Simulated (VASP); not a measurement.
# ZrS (Fm-3m) in VASP: a series of runs

Runs on ZrS. Level: r2SCAN. Tasks: single point.

All numbers are computed with VASP 6.6.1; they aren't measurements. Logs are shortened: lines on timing, memory, paths and dates and some standing lists are left out, and cuts for length are marked.

## Step 1: The cell of the first run

Symmetry: Fm-3m, No. 225, cubic system. The conventional cell has a = 5.250 Å, b = 5.250 Å, c = 5.250 Å, α = 90.00°, β = 90.00°, γ = 90.00°. Within 3.5 Å of Zr (site symmetry m-3m) lie 6 S at 2.62 Å. S (site symmetry m-3m) has 6 Zr at 2.62 Å within 3.5 Å.

## Step 2: Single point, r2SCAN

POSCAR reads:

```
ZrS
1.0
    0.0000000000      2.6250000000      2.6250000000
    2.6250000000      0.0000000000      2.6250000000
    2.6250000000      2.6250000000      0.0000000000
Zr S
1 1
Direct
    0.0000000000      0.0000000000      0.0000000000
    0.5000000000      0.5000000000      0.5000000000
```

INCAR.step1 reads:

```
ALGO = Normal
EDIFF = 1E-4
ENCUT = 520
GGA = PE
ISMEAR = 0
LASPH = True
LCHARG = False
LREAL = False
LWAVE = True
NBANDS = 16
NELM = 80
PREC = Accurate
SIGMA = 0.1
```

INCAR.step2 reads:

```
ALGO = Normal
EDIFF = 1E-7
ENCUT = 520
ISIF = 2
ISMEAR = 0
ISTART = 1
LASPH = True
LCHARG = True
LELF = True
LMIXTAU = True
LREAL = False
LVHAR = True
LWAVE = False
METAGGA = R2SCAN
NBANDS = 16
NELM = 80
PREC = Accurate
SIGMA = 0.1
```

KPOINTS reads:

```
k-points
0
Gamma
  12 12 12
```

Potentials or basis: VASP PAW PBE potentials, release 64 (Zr_sv, S).

Command:

```
> cat potpaw_PBE.64/Zr_sv/POTCAR potpaw_PBE.64/S/POTCAR > POTCAR
> cp INCAR.step1 INCAR
> mpirun -np 1 vasp_std > vasp.out
> cp INCAR.step2 INCAR
> mpirun -np 1 vasp_std > vasp.out
```

OUTCAR:

```text
EDIFF = 1E-7
   ENCUT = 520
   ISIF = 2
   ISMEAR = 0
   ISTART = 1
   LASPH = True
   LREAL = False
   METAGGA = R2SCAN
   NELM = 80
   PREC = Accurate

 ion  position               nearest neighbor table
   1  0.000  0.000  0.000-   2 2.62   2 2.62   2 2.62   2 2.62   2 2.62   2 2.62
   2  0.500  0.500  0.500-   1 2.62   1 2.62   1 2.62   1 2.62   1 2.62   1 2.62

  LATTYP: Found a face centered cubic cell.
 ALAT       =     5.2500000000

  Lattice vectors:

 A1 = (   0.0000000000,   2.6250000000,   2.6250000000)
 A2 = (   2.6250000000,   0.0000000000,   2.6250000000)
 A3 = (   2.6250000000,   2.6250000000,   0.0000000000)

Analysis of symmetry for initial positions (statically):
=====================================================================
 Subroutine PRICEL returns:
 Original cell was already a primitive cell.

 Routine SETGRP: Setting up the symmetry group for a
 face centered cubic supercell.

 Subroutine GETGRP returns: Found 48 space group operations
 (whereof 48 operations were pure point group operations)
 out of a pool of 48 trial point group operations.

The static configuration has the point symmetry O_h .

Analysis of symmetry for dynamics (positions and initial velocities):
=====================================================================
 Subroutine PRICEL returns:
 Original cell was already a primitive cell.

 Routine SETGRP: Setting up the symmetry group for a
 face centered cubic supercell.

 Subroutine GETGRP returns: Found 48 space group operations
 (whereof 48 operations were pure point group operations)
 out of a pool of 48 trial point group operations.

The dynamic configuration has the point symmetry O_h .

 Subroutine INISYM returns: Found 48 space group operations
 (whereof 48 operations are pure point group operations),
 and found     1 'primitive' translations

----------------------------------------------------------------------------------------

                                     Primitive cell

  volume of cell :      36.1758

  direct lattice vectors                    reciprocal lattice vectors
     0.000000000  2.625000000  2.625000000    -0.190476190  0.190476190  0.190476190
     2.625000000  0.000000000  2.625000000     0.190476190 -0.190476190  0.190476190
     2.625000000  2.625000000  0.000000000     0.190476190  0.190476190 -0.190476190

  length of vectors
     3.712310601  3.712310601  3.712310601     0.329914440  0.329914440  0.329914440

  position of ions in fractional coordinates (direct lattice)
     0.000000000  0.000000000  0.000000000
     0.500000000  0.500000000  0.500000000

  ion indices of the primitive-cell ions
   primitive index   ion index
                 1           1
                 2           2

----------------------------------------------------------------------------------------

 KPOINTS: k-points

Automatic generation of k-mesh.
 Grid dimensions read from file:
 generate k-points for:   12   12   12

 Generating k-lattice:

  Cartesian coordinates                     Fractional coordinates (reciprocal lattice)
    -0.015873016  0.015873016  0.015873016     0.083333333  0.000000000  0.000000000
     0.015873016 -0.015873016  0.015873016     0.000000000  0.083333333  0.000000000
     0.015873016  0.015873016 -0.015873016     0.000000000  0.000000000  0.083333333

  Length of vectors
     0.027492870  0.027492870  0.027492870

  Shift w.r.t. Gamma in fractional coordinates (k-lattice)
     0.000000000  0.000000000  0.000000000

 Subroutine IBZKPT returns following result:
 ===========================================

 Found     72 irreducible k-points:

 Following reciprocal coordinates:
            Coordinates               Weight
  0.000000  0.000000  0.000000      1.000000
  0.083333  0.000000  0.000000      8.000000
  0.166667  0.000000  0.000000      8.000000
  0.250000  0.000000  0.000000      8.000000
  0.333333  0.000000  0.000000      8.000000
  0.416667  0.000000  0.000000      8.000000
[... 16 lines left out ...]
  0.500000  0.166667  0.000000     24.000000
 -0.416667  0.166667  0.000000     24.000000
 [... further k-points ...]
   k-points           NKPTS =     72   k-points in BZ     NKDIM =     72   number of bands    NBANDS=     16
   number of dos      NEDOS =    301   number of ions     NIONS =      2
   total plane-waves  NPLWV =  21952
   dimension x,y,z NGX =    28 NGY =   28 NGZ =   28
   dimension x,y,z NGXF=    56 NGYF=   56 NGZF=   56
   ions per type =               1   1
   NGX,Y,Z   is equivalent  to a cutoff of  12.54, 12.54, 12.54 a.u.
   NGXF,Y,Z  is equivalent  to a cutoff of  25.08, 25.08, 25.08 a.u.
 SYSTEM =  unknown system
   PREC   = accura    normal or accurate (medium, high low for compatibility)
   ISTART =      1    job   : 0-new  1-cont  2-samecut
   ICHARG =      0    charge: 1-file 2-atom 10-const
   ISPIN  =      1    spin polarized calculation?
   LNONCOLLINEAR =      F non collinear calculations
[... 27 lines left out ...]
  Thomas-Fermi vector in A             =   2.428662
   LORBIT       =      0    0 simple, 1 ext, 2 COOP (PROOUT), +10 PAW based schemes
   METAGGA = R2SCAN    functional components
   LHFCALC =     F    Hartree Fock is set to
   AEXX    =    0.0000 exact exchange contribution
   IVDW    =     0    specifies the selected vdW correction
   LEPSILON=     F    determine dielectric tensor
   LRPA    =     F    only Hartree local field effects (RPA)
 non-spin polarized calculation
 Gauss-broadening in eV      SIGMA  =   0.10
  energy-cutoff  :      520.00
  volume of cell :       36.18
 maximum number of plane-waves:       992
   NGX = 13   NGY = 13   NGZ = 13

 number of electron      18.0000000 magnetization

 Free energy of the ion-electron system (eV)
  ---------------------------------------------------
  ext. energy  EPLUGINS =         0.00000000
  ---------------------------------------------------
  free energy    TOTEN  =       -33.88066530 eV

  energy without entropy =      -33.87242008  energy(sigma->0) =      -33.87654269

 E-fermi :  10.9144     XC(G=0): -11.9629

 val. band max:       10.9046909074   @ k =   0.4167   0.0833   0.0000
 cond. band min:      10.9184627102   @ k =   0.5000   0.1667   0.0833
 fundamental gap:      0.0137718028
 Fermi energy:        10.9144472524

 k-point     1 :       0.0000    0.0000    0.0000
  band No.  band energies     occupation
      1     -40.9302      2.00000
      2     -18.2118      2.00000
      3     -18.2118      2.00000
      4     -18.2118      2.00000
      5      -5.8642      2.00000
      6       6.9466      2.00000
[... 8 lines left out ...]
     15      18.6455      0.00000
     16      23.4266      0.00000

 k-point     2 :       0.0833    0.0000    0.0000
  band No.  band energies     occupation
      1     -40.9284      2.00000
      2     -18.2369      2.00000
      3     -18.2138      2.00000
      4     -18.2138      2.00000
      5      -5.7742      2.00000
      6       6.4455      2.00000
[... 8 lines left out ...]
     15      18.9266      0.00000
     16      22.8937      0.00000

 k-point     3 :       0.1667    0.0000    0.0000
  band No.  band energies     occupation
      1     -40.9234      2.00000
      2     -18.3048      2.00000
      3     -18.2194      2.00000
      4     -18.2194      2.00000
      5      -5.5203      2.00000
      6       5.4041      2.00000
[... 8 lines left out ...]
     15      19.4386      0.00000
     16      22.1233      0.00000

 k-point     4 :       0.2500    0.0000    0.0000
  band No.  band energies     occupation
      1     -40.9166      2.00000
      2     -18.3955      2.00000
      3     -18.2270      2.00000
      4     -18.2270      2.00000
      5      -5.1507      2.00000
      6       4.2964      2.00000
[... 8 lines left out ...]
     15      19.3297      0.00000
     16      20.6654      0.00000
[... 324 lines left out ...]
 k-point    22 :       0.4167    0.1667    0.0000
  band No.  band energies     occupation
      1     -40.9042      2.00000
      2     -18.4866      2.00000
      3     -18.2733      2.00000
      4     -18.2646      2.00000
      5      -4.6799      2.00000
      6       3.2774      2.00000
[... 8 lines left out ...]
     15      17.8132      0.00000
     16      18.9092      0.00000

 k-point    23 :       0.5000    0.1667    0.0000
  band No.  band energies     occupation
      1     -40.9007      2.00000
      2     -18.5247      2.00000
      3     -18.2888      2.00000
      4     -18.2622      2.00000
      5      -4.4774      2.00000
      6       2.9737      2.00000
[... 8 lines left out ...]
     15      17.5645      0.00000
     16      18.6673      0.00000

 k-point    24 :      -0.4167    0.1667    0.0000
  band No.  band energies     occupation
      1     -40.9003      2.00000
      2     -18.5294      2.00000
      3     -18.3001      2.00000
      4     -18.2540      2.00000
      5      -4.4233      2.00000
      6       2.8728      2.00000
[... 8 lines left out ...]
     15      18.1548      0.00000
     16      18.6802      0.00000

 [... further k-points ...]

------------------------ aborting loop because EDIFF is reached ----------------------------------------

  FORCE on cell =-STRESS in cart. coord.  units (eV):
  Direction    XX          YY          ZZ          XY          YZ          ZX
  --------------------------------------------------------------------------------------
  -------------------------------------------------------------------------------------
  Total       -0.4627068     -0.4627068     -0.4627068     -0.0000000     -0.0000000      0.0000000
  in kB      -20.4926693    -20.4926693    -20.4926693     -0.0000000     -0.0000000      0.0000000
  external PRESSURE =     -20.4926693 kB  Pullay stress =       0.0000000 kB

 VOLUME and BASIS-vectors are now :
 -----------------------------------------------------------------------------
  energy-cutoff  :      520.00
  volume of cell :       36.18
      direct lattice vectors                 reciprocal lattice vectors
     0.000000000  2.625000000  2.625000000    -0.190476190  0.190476190  0.190476190
     2.625000000  0.000000000  2.625000000     0.190476190 -0.190476190  0.190476190
     2.625000000  2.625000000  0.000000000     0.190476190  0.190476190 -0.190476190

 POSITION                                       TOTAL-FORCE (eV/Angst)
 -----------------------------------------------------------------------------------
      0.00000      0.00000      0.00000        -0.000000     -0.000000     -0.000000
      2.62500      2.62500      2.62500         0.000000      0.000000      0.000000
 -----------------------------------------------------------------------------------
    total drift:                                0.000000      0.000000      0.000000

  FREE ENERGIE OF THE ION-ELECTRON SYSTEM (eV)
  ---------------------------------------------------
  free  energy   TOTEN  =       -33.8806652992 eV

  energy  without entropy=      -33.8724200786  energy(sigma->0) =      -33.87654269
```

It took 62 s on 1 thread of Intel Xeon 6975P-C (Granite Rapids), shared host; peak memory 0.19 GiB.

Results:

| Quantity | Value |
| --- | --- |
| Free energy | -33.8807 eV |
| Pressure | -2.0 GPa |
| Band gap on the k mesh | zero (band 9 reaches 12.43 eV, above the bottom of band 10 at 9.52 eV) |

Levels at points of the mesh, in eV from the Fermi level:
```tsv
k point	band 5	band 6	band 7	band 8	band 9	band 10	band 11	band 12	band 13	band 14
(0.00, 0.00, 0.00)	-16.78	-3.97	-3.97	-3.97	-1.40	-1.40	-1.40	-0.66	-0.66	2.35
(0.50, 0.00, 0.00)	-15.20	-8.48	-6.42	-6.42	1.52	1.52	1.87	2.11	5.80	5.80
(0.50, 0.50, 0.00)	-15.92	-6.74	-4.94	-4.94	-3.50	0.56	2.41	2.41	3.07	3.58
```

Caveat: the PAW data sets were made with another functional, which shifts forces and pressure a little.

## Step 3: Single point, r2SCAN

POSCAR is that of step 2.

INCAR.step1 reads:

```
PREC     = Accurate       # precision mode
ENCUT    = 520            # plane-wave cutoff, eV
ISMEAR   = 0              # smearing method
SIGMA    = 0.1            # smearing width, eV
LREAL    = False          # projectors in reciprocal space
LASPH    = True           # aspherical terms in the spheres
NELM     = 80             # most SCF steps
NBANDS   = 16             # bands
GGA      = PE             # functional
ALGO     = Normal         # electronic algorithm
EDIFF    = 1E-4           # SCF threshold, eV
LWAVE    = True           # write WAVECAR
LCHARG   = False          # write CHGCAR
```

INCAR.step2 reads:

```
PREC     = Accurate       # precision mode
ENCUT    = 520            # plane-wave cutoff, eV
EDIFF    = 1E-6           # SCF threshold, eV
ISMEAR   = 0              # smearing method
SIGMA    = 0.1            # smearing width, eV
LREAL    = False          # projectors in reciprocal space
LASPH    = True           # aspherical terms in the spheres
NELM     = 80             # most SCF steps
ALGO     = Normal         # electronic algorithm
ISIF     = 2              # what is computed and relaxed
LWAVE    = False          # write WAVECAR
LCHARG   = True           # write CHGCAR
METAGGA  = R2SCAN         # meta-GGA
LMIXTAU  = True         
LELF     = True           # ELF
LVHAR    = True         
NBANDS   = 16             # bands
ISTART   = 1
```

KPOINTS reads:

```
Automatic mesh
0
Gamma
  14 14 14
```

Potentials or basis: VASP PAW PBE potentials, release 64 (Zr_sv, S).

Command:

```
> cat potpaw_PBE.64/Zr_sv/POTCAR potpaw_PBE.64/S/POTCAR > POTCAR
> cp INCAR.step1 INCAR
> mpirun -np 1 vasp_std > vasp.out
> cp INCAR.step2 INCAR
> mpirun -np 1 vasp_std > vasp.out
```

Wall time 76 s (1 thread of Intel Xeon 6975P-C (Granite Rapids), shared host); peak memory 0.2 GiB.

Results (log left out):

```yaml
Free_energy: -33.8818 eV
Pressure: -2.0 GPa
Band_gap_on_the_k_mesh: zero (band 9 reaches 12.43 eV, above the bottom of band 10 at 9.52 eV)
```

Levels at points of the mesh, in eV from the Fermi level:
| k point | band 7 | band 8 | band 9 | band 10 | band 11 | band 12 |
| --- | --- | --- | --- | --- | --- | --- |
| (0.00, 0.00, 0.00) | -4.00 | -4.00 | -1.44 | -1.44 | -1.44 | -0.70 |
| (0.50, 0.00, 0.00) | -6.45 | -6.45 | 1.48 | 1.48 | 1.83 | 2.08 |
| (0.50, 0.50, 0.00) | -4.97 | -4.97 | -3.54 | 0.52 | 2.37 | 2.37 |

Caveat: the PAW data sets were made with another functional, which shifts forces and pressure a little.

## Step 4: Single point, r2SCAN

POSCAR is that of step 3.

INCAR.step1 reads:

```
SYSTEM = ZrS
ALGO = Normal
EDIFF = 1E-4
ENCUT = 520
GGA = PE
ISMEAR = 0
LASPH = .TRUE.
LCHARG = .FALSE.
LREAL = .FALSE.
LWAVE = .TRUE.
NBANDS = 16
NELM = 80
PREC = Accurate
SIGMA = 0.1
```

INCAR.step2 reads:

```
SYSTEM = ZrS
ALGO = Normal
EDIFF = 1E-6
ENCUT = 520
ISIF = 2
ISMEAR = 0
ISTART = 1
LASPH = .TRUE.
LCHARG = .FALSE.
LMIXTAU = .TRUE.
LREAL = .FALSE.
LWAVE = .FALSE.
METAGGA = R2SCAN
NBANDS = 16
NELM = 80
PREC = Accurate
SIGMA = 0.1
```

KPOINTS reads:

```
k-points
0
G
  14 14 14
  0 0 0
```

Command:

```
> cat potpaw_PBE.64/Zr_sv/POTCAR potpaw_PBE.64/S/POTCAR > POTCAR
> cp INCAR.step1 INCAR
> mpirun -np 1 vasp_std > vasp.out
> cp INCAR.step2 INCAR
> mpirun -np 1 vasp_std > vasp.out
```

Run time: 74 s. Hardware: 1 thread of Intel Xeon 6975P-C (Granite Rapids), shared host; peak memory 0.2 GiB.

Results (log left out):

- Free energy: -33.8818 eV
- Pressure: -2.0 GPa
- Band gap on the k mesh: zero (band 9 reaches 12.43 eV, above the bottom of band 10 at 9.52 eV)

Levels at points of the mesh, in eV from the Fermi level:
| k point | band 6 | band 7 | band 8 | band 9 | band 10 | band 11 | band 12 | band 13 |
| --- | --- | --- | --- | --- | --- | --- | --- | --- |
| (0.00, 0.00, 0.00) | -4.00 | -4.00 | -4.00 | -1.44 | -1.44 | -1.44 | -0.70 | -0.70 |
| (0.50, 0.00, 0.00) | -8.52 | -6.45 | -6.45 | 1.48 | 1.48 | 1.83 | 2.08 | 5.76 |
| (0.50, 0.50, 0.00) | -6.78 | -4.97 | -4.97 | -3.54 | 0.52 | 2.37 | 2.37 | 3.03 |

Caveat: the PAW data sets were made with another functional, which shifts forces and pressure a little.

## Step 5: Single point, r2SCAN

POSCAR is that of step 4.

INCAR.step1 reads:

```
ALGO = Normal ; EDIFF = 1E-4
ENCUT = 520 ; GGA = PE
ISMEAR = 0 ; LASPH = True
LCHARG = False ; LREAL = False
LWAVE = True ; NBANDS = 16
NELM = 100 ; PREC = Accurate
SIGMA = 0.2
```

INCAR.step2 reads:

```
ALGO = Normal ; EDIFF = 1E-6
ENCUT = 520 ; ISIF = 2
ISMEAR = 0 ; ISTART = 1
LASPH = True ; LCHARG = False
LMIXTAU = True ; LREAL = False
LWAVE = False ; METAGGA = R2SCAN
NBANDS = 16 ; NELM = 100
PREC = Accurate ; SIGMA = 0.2
```

KPOINTS reads:

```
k-points
0
Gamma
  14 14 14
```

Command:

```
> cat potpaw_PBE.64/Zr_sv/POTCAR potpaw_PBE.64/S/POTCAR > POTCAR
> cp INCAR.step1 INCAR
> mpirun -np 1 vasp_std > vasp.out
> cp INCAR.step2 INCAR
> mpirun -np 1 vasp_std > vasp.out
```

Run time: 72 s. Hardware: 1 thread of Intel Xeon 6975P-C (Granite Rapids), shared host; peak memory 0.2 GiB.

It converged, with:

- Free energy: -33.8925 eV
- Pressure: -1.9 GPa
- Band gap on the k mesh: zero (band 9 reaches 12.43 eV, above the bottom of band 10 at 9.52 eV)

Levels at points of the mesh, in eV from the Fermi level:
```csv
k point,band 7,band 8,band 9,band 10,band 11,band 12
"(0.00, 0.00, 0.00)",-3.99,-3.99,-1.43,-1.43,-1.43,-0.69
"(0.50, 0.00, 0.00)",-6.44,-6.44,1.49,1.49,1.84,2.09
"(0.50, 0.50, 0.00)",-4.96,-4.96,-3.53,0.53,2.38,2.38
```

Caveat: the PAW data sets were made with another functional, which shifts forces and pressure a little.

## Step 6: Single point, r2SCAN

POSCAR is that of step 5.

INCAR.step1 reads:

```
PREC = Accurate
ENCUT = 520
ISMEAR = 0
SIGMA = 0.5
LREAL = False
LASPH = True
NELM = 60
NBANDS = 16
GGA = PE
ALGO = Normal
EDIFF = 1E-4
LWAVE = True
LCHARG = False
```

INCAR.step2 reads:

```
PREC = Accurate
ENCUT = 520
EDIFF = 1E-6
ISMEAR = 0
SIGMA = 0.5
LREAL = False
LASPH = True
NELM = 60
ALGO = Normal
ISIF = 2
LWAVE = False
LCHARG = True
METAGGA = R2SCAN
LMIXTAU = True
LELF = True
LVHAR = True
NBANDS = 16
ISTART = 1
```

KPOINTS reads:

```
Automatic mesh
0
Gamma
  14 14 14
```

Potentials or basis: VASP PAW PBE potentials, release 64 (Zr_sv, S).

Command:

```
> cat potpaw_PBE.64/Zr_sv/POTCAR potpaw_PBE.64/S/POTCAR > POTCAR
> cp INCAR.step1 INCAR
> mpirun -np 1 vasp_std > vasp.out
> cp INCAR.step2 INCAR
> mpirun -np 1 vasp_std > vasp.out
```

Wall time 75 s (1 thread of Intel Xeon 6975P-C (Granite Rapids), shared host); peak memory 0.2 GiB.

The run converged. Its results:

- Free energy: -33.9622 eV
- Pressure: -1.5 GPa
- Band gap on the k mesh: zero (band 9 reaches 12.44 eV, above the bottom of band 10 at 9.52 eV)

Levels at points of the mesh, in eV from the Fermi level:
| k point | band 5 | band 6 | band 7 | band 8 | band 9 | band 10 | band 11 | band 12 | band 13 | band 14 |
| --- | --- | --- | --- | --- | --- | --- | --- | --- | --- | --- |
| (0.00, 0.00, 0.00) | -16.78 | -3.97 | -3.97 | -3.97 | -1.39 | -1.39 | -1.39 | -0.66 | -0.66 | 2.35 |
| (0.50, 0.00, 0.00) | -15.20 | -8.48 | -6.41 | -6.41 | 1.52 | 1.52 | 1.87 | 2.11 | 5.80 | 5.80 |
| (0.50, 0.50, 0.00) | -15.92 | -6.74 | -4.93 | -4.93 | -3.50 | 0.57 | 2.42 | 2.42 | 3.07 | 3.59 |

Caveat: the PAW data sets were made with another functional, which shifts forces and pressure a little.

## Step 7: Overview

| k mesh | smearing | gap on the mesh (eV) | pressure (GPa) |
| --- | --- | --- | --- |
| 12 × 12 × 12 | gaussian 0.1 eV | none | -2.0 |
| 14 × 14 × 14 | gaussian 0.1 eV | none | -2.0 |
| 14 × 14 × 14 | gaussian 0.2 eV | none | -1.9 |
| 14 × 14 × 14 | gaussian 0.5 eV | none | -1.5 |

Alike in all rows: task single point; level r2SCAN; potentials or basis VASP PAW PBE potentials, release 64 (Zr_sv, S); no spin polarisation; cell as given; cutoff (eV) 520.

Every run on the cell as given and a fine mesh finds a metal.

Caveats: the PAW data sets were made with another functional, which shifts forces and pressure a little.

Total energies depend on the potentials used, so only differences within one code and one set of settings carry meaning.
